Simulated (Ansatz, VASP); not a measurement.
**One calculation of Cu, two programs**

```
Cu
1.0
     2.47952    0.00000    0.00000
    -1.23976    2.14733    0.00000
     0.00000    0.00000    4.09217
Cu
2
Direct
  0.33333 0.66667 0.25000
  0.66667 0.33333 0.75000
```

Alike in both runs: functional LDA; k mesh 15 × 15 × 8; no spin polarisation.

Ansatz relaxed the structure, and its values are those at the end. VASP's run is a single point on that final structure, the one shown.

|  | VASP | Ansatz |
| --- | --- | --- |
| version | VASP 6.6.1 | Ansatz 0.2.0 |
| potentials or method | VASP PAW LDA potentials, release 64 (Cu_sv_GW) | plane waves, PAW |
| plane-wave cutoff (eV) | 820 | 420 |
| occupations | fermi-dirac, width 0.1 eV | fermi-dirac |
| valence electrons in the cell | 38 | 38 |

|  | VASP | Ansatz | Ansatz less VASP |
| --- | --- | --- | --- |
| pressure (GPa) | -0.8 | 0.0 | +0.81 |

LDA's correlation is that of Perdew and Zunger in VASP and of Perdew and Wang (1992) in Ansatz. Ansatz's warnings: stress scf threshold loose.
